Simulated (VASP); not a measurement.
# GaN (I-4m2) in VASP: notebook, part 2 of 2

VASP 6.6.1. Earlier steps stand in the parts before.

## Step 5: Single point, r2SCAN (strain +0.030 along x and y, +0.015 along z)

The input, POSCAR:

```
GaN
1.0
    0.0000000000      2.3164048720      2.2826708204
    2.3164048720      0.0000000000      2.2826708204
    2.3164048720      2.3164048720      0.0000000000
Ga N
1 1
Direct
    0.0000000000      0.0000000000      0.0000000000
    0.7500000000      0.7500000000      0.7500000000
```

The input, INCAR.step1:

```
SYSTEM = GaN
ALGO = Normal ; EDIFF = 1E-4
ENCUT = 520 ; GGA = PE
ISMEAR = 0 ; LASPH = .True.
LCHARG = .False. ; LREAL = .False.
LWAVE = .True. ; NBANDS = 16
NELM = 100 ; PREC = Accurate
SIGMA = 0.05
```

The input, INCAR.step2:

```
SYSTEM = GaN
ALGO = Normal ; EDIFF = 1E-6
ENCUT = 520 ; ISIF = 2
ISMEAR = 0 ; ISTART = 1
LASPH = .True. ; LCHARG = .False.
LMIXTAU = .True. ; LREAL = .False.
LWAVE = .False. ; METAGGA = R2SCAN
NBANDS = 16 ; NELM = 100
PREC = Accurate ; SIGMA = 0.05
```

The input, KPOINTS:

```
k-points
0
Gamma
  10 10 10
  0 0 0
```

Potentials or basis: VASP PAW PBE potentials, release 64 (Ga_d, N).

On the command line:

```console
cat potpaw_PBE.64/Ga_d/POTCAR potpaw_PBE.64/N/POTCAR > POTCAR
cp INCAR.step1 INCAR
mpirun -np 1 vasp_std > vasp.out
cp INCAR.step2 INCAR
mpirun -np 1 vasp_std > vasp.out
```

OUTCAR:

```text
SYSTEM = GaN
   EDIFF = 1E-6
   ENCUT = 520
   ISIF = 2
   ISMEAR = 0
   ISTART = 1
   LASPH = .True.
   LREAL = .False.
   METAGGA = R2SCAN
   NELM = 100
   PREC = Accurate

 ion  position               nearest neighbor table
   1  0.000  0.000  0.000-   2 2.00   2 2.00   2 2.00   2 2.00
   2  0.750  0.750  0.750-   1 2.00   1 2.00   1 2.00   1 2.00

  LATTYP: Found a body centered tetragonal cell.
 ALAT       =     3.2758911859
 C/A-ratio  =     1.3936182192

  Lattice vectors:

 A1 = (   0.0000000000,  -2.3164048720,  -2.2826708204)
 A2 = (   0.0000000000,   2.3164048720,  -2.2826708204)
 A3 = (   2.3164048720,   0.0000000000,   2.2826708204)

Analysis of symmetry for initial positions (statically):
=====================================================================
 Subroutine PRICEL returns:
 Original cell was already a primitive cell.

 Routine SETGRP: Setting up the symmetry group for a
 body centered tetragonal supercell.

 Subroutine GETGRP returns: Found  8 space group operations
 (whereof  8 operations were pure point group operations)
 out of a pool of 16 trial point group operations.

The static configuration has the point symmetry D_2d.

Analysis of symmetry for dynamics (positions and initial velocities):
=====================================================================
 Subroutine PRICEL returns:
 Original cell was already a primitive cell.

 Routine SETGRP: Setting up the symmetry group for a
 body centered tetragonal supercell.

 Subroutine GETGRP returns: Found  8 space group operations
 (whereof  8 operations were pure point group operations)
 out of a pool of 16 trial point group operations.

The dynamic configuration has the point symmetry D_2d.

 Subroutine INISYM returns: Found  8 space group operations
 (whereof  8 operations are pure point group operations),
 and found     1 'primitive' translations

[... 106 lines left out ...]
   NUPDOWN=      -1.0000    fix difference up-down
   EMIN   =  10.00;   EMAX   =-10.00  energy-range for DOS
   EFERMI =   0.00;   METHOD = LEGACY
   ISMEAR =     0;   SIGMA  =   0.05  broadening in eV -4-tet -1-fermi 0-gaus
   EFERMI_NEDOS =   21; number of points for ismear=-14 and -15
   IALGO  =     38    algorithm
   IMIX   =      4    mixing-type and parameters
     AMIX     =   0.40;   BMIX     =  1.00
     AMIX_MAG =   1.60;   BMIX_MAG =  1.00
  volume/ion in A,a.u.               =      12.25        82.65
  Fermi-wavevector in a.u.,A,eV,Ry     =   1.477287  2.791668 29.693047  2.182377
  Thomas-Fermi vector in A             =   2.591710
   LORBIT       =      0    0 simple, 1 ext, 2 COOP (PROOUT), +10 PAW based schemes
   METAGGA = R2SCAN    functional components
   LHFCALC =     F    Hartree Fock is set to
   AEXX    =    0.0000 exact exchange contribution
   IVDW    =     0    specifies the selected vdW correction
   LEPSILON=     F    determine dielectric tensor
   LRPA    =     F    only Hartree local field effects (RPA)
 non-spin polarized calculation
 Gauss-broadening in eV      SIGMA  =   0.05
  energy-cutoff  :      520.00
  volume of cell :       24.50
 maximum number of plane-waves:       672
   NGX = 13   NGY = 13   NGZ = 13

 number of electron      17.9999992 magnetization

 Free energy of the ion-electron system (eV)
  ---------------------------------------------------
  ext. energy  EPLUGINS =         0.00000000
  ---------------------------------------------------
  free energy    TOTEN  =       -21.83490077 eV

  energy without entropy =      -21.83490077  energy(sigma->0) =      -21.83490077

 E-fermi :   4.6061     XC(G=0): -12.2401

 val. band max:        4.3489998063   @ k =   0.0000   0.0000   0.0000
 cond. band min:       5.9724998954   @ k =   0.0000   0.0000   0.0000
 fundamental gap:      1.6235000891
 Fermi energy:         4.6060577482

 k-point     1 :       0.0000    0.0000    0.0000
  band No.  band energies     occupation
      1     -11.8637      2.00000
      2      -9.4996      2.00000
      3      -9.4996      2.00000
      4      -9.4861      2.00000
      5      -9.2120      2.00000
      6      -9.2107      2.00000
[... 433 lines left out ...]
      3      -9.3068      2.00000
      4      -9.3030      2.00000
      5      -9.1566      2.00000
      6      -8.2897      2.00000
[... 8 lines left out ...]
     15      26.4648      0.00000
     16      26.7476      0.00000

 [... further k-points ...]
[... 5 lines left out ...]
  --------------------------------------------------------------------------------------
  -------------------------------------------------------------------------------------
  Total       -1.8451819     -1.8451819     -1.5648800      0.0000000      0.0000000      0.0000000
  in kB     -120.6834001   -120.6834001   -102.3503646      0.0000000      0.0000000      0.0000000
  external PRESSURE =    -114.5723883 kB  Pullay stress =       0.0000000 kB

 VOLUME and BASIS-vectors are now :
 -----------------------------------------------------------------------------
  energy-cutoff  :      520.00
  volume of cell :       24.50
      direct lattice vectors                 reciprocal lattice vectors
     0.000000000  2.316404872  2.282670820    -0.215851730  0.215851730  0.219041657
     2.316404872  0.000000000  2.282670820     0.215851730 -0.215851730  0.219041657
     2.316404872  2.316404872  0.000000000     0.215851730  0.215851730 -0.219041657

 POSITION                                       TOTAL-FORCE (eV/Angst)
 -----------------------------------------------------------------------------------
      0.00000      0.00000      0.00000         0.000000      0.000000      0.000000
      3.47461      3.47461      3.42401        -0.000000     -0.000000     -0.000000
 -----------------------------------------------------------------------------------
    total drift:                               -0.000013     -0.000013     -0.000019

  FREE ENERGIE OF THE ION-ELECTRON SYSTEM (eV)
  ---------------------------------------------------
  free  energy   TOTEN  =       -21.8349007658 eV

  energy  without entropy=      -21.8349007658  energy(sigma->0) =      -21.83490077
```

OUTCAR.step1:

```text
SYSTEM = GaN
   EDIFF = 1E-4
   ENCUT = 520
   GGA = PE
   ISMEAR = 0
   LASPH = .True.
   LREAL = .False.
[... 677 lines left out ...]
      0.00000      0.00000      0.00000        -0.000000     -0.000000      0.000000
      3.47461      3.47461      3.42401         0.000000      0.000000     -0.000000
 -----------------------------------------------------------------------------------
    total drift:                               -0.000002     -0.000002     -0.000001

  FREE ENERGIE OF THE ION-ELECTRON SYSTEM (eV)
  ---------------------------------------------------
  free  energy   TOTEN  =       -12.1334471400 eV

  energy  without entropy=      -12.1334471400  energy(sigma->0) =      -12.13344714
```

OSZICAR.step1:

```text
N       E                     dE             d eps       ncg     rms          rms(c)
DAV:   1     0.825458189166E+02    0.82546E+02   -0.93339E+03  3624   0.197E+03
DAV:   2    -0.805107282262E+01   -0.90597E+02   -0.84228E+02  3784   0.326E+02
DAV:   3    -0.139589357308E+02   -0.59079E+01   -0.58843E+01  3792   0.707E+01
DAV:   4    -0.140314967173E+02   -0.72561E-01   -0.72550E-01  4176   0.848E+00
DAV:   5    -0.140324497629E+02   -0.95305E-03   -0.95304E-03  3896   0.862E-01    0.749E+00
DAV:   6    -0.121419302156E+02    0.18905E+01   -0.50045E+00  4920   0.377E+01    0.271E+00
DAV:   7    -0.121415931894E+02    0.33703E-03   -0.29206E-01  3536   0.685E+00    0.175E+00
DAV:   8    -0.121381702560E+02    0.34229E-02   -0.73416E-02  3568   0.314E+00    0.910E-01
DAV:   9    -0.121330766552E+02    0.50936E-02   -0.13404E-02  4824   0.237E+00    0.268E-01
DAV:  10    -0.121335289813E+02   -0.45233E-03   -0.13235E-03  3512   0.399E-01    0.151E-01
DAV:  11    -0.121334471400E+02    0.81841E-04   -0.19715E-04  3024   0.253E-01
   1 F= -.12133447E+02 E0= -.12133447E+02  d E =-.164375E-17
```

It used 70 s of CPU time on 1 thread of Intel(R) Xeon(R) Platinum 8488C (Sapphire Rapids) (shared host).

Results:

| Quantity | Value |
| --- | --- |
| Free energy | -21.8349 eV |
| Pressure | -11.5 GPa |
| Band gap on the k mesh | 1.62 eV, direct |

Levels at points of the mesh, in eV from the valence-band top:
| k point | band 6 | band 7 | band 8 | band 9 | band 10 | band 11 | band 12 | band 13 |
| --- | --- | --- | --- | --- | --- | --- | --- | --- |
| (0.00, 0.00, 0.00) | -13.56 | -0.06 | -0.06 | 0.00 | 1.62 | 10.49 | 10.53 | 10.53 |
| (0.50, 0.00, 0.00) | -12.44 | -6.76 | -1.01 | -0.90 | 4.63 | 9.03 | 10.49 | 10.70 |
| (0.50, 0.50, 0.00) | -12.00 | -5.88 | -2.66 | -2.66 | 3.64 | 6.62 | 12.16 | 14.11 |
| (0.50, 0.00, 0.50) | -12.07 | -6.03 | -2.56 | -2.55 | 3.72 | 6.85 | 11.97 | 14.01 |

Caveat: the cell differs from its parent crystal (strain +0.030 along x and y, +0.015 along z); the PAW data sets were made with another functional, which shifts forces and pressure a little.

## Step 6: The runs side by side

```tsv
cell	gap on the mesh (eV)	pressure (GPa)
a = 3.204, b = 3.204, c = 3.228 Å, angles 59.8, 59.8, 60.5°, 2 atoms	1.92	-4.5
a = 3.229, b = 3.229, c = 3.276 Å, angles 59.5, 59.5, 61.0°, 2 atoms	1.68	-9.3
a = 3.252, b = 3.252, c = 3.228 Å, angles 60.2, 60.2, 59.5°, 2 atoms	1.74	-9.3
a = 3.252, b = 3.252, c = 3.276 Å, angles 59.8, 59.8, 60.5°, 2 atoms	1.62	-11.5
```

Alike in all rows: task single point; level r2SCAN; potentials or basis VASP PAW PBE potentials, release 64 (Ga_d, N); no spin polarisation; k mesh 10 × 10 × 10; cutoff (eV) 520; smearing gaussian 0.05 eV.

Caveats: the PAW data sets were made with another functional, which shifts forces and pressure a little.

Total energies depend on the potentials used, so only differences within one code and one set of settings carry meaning.
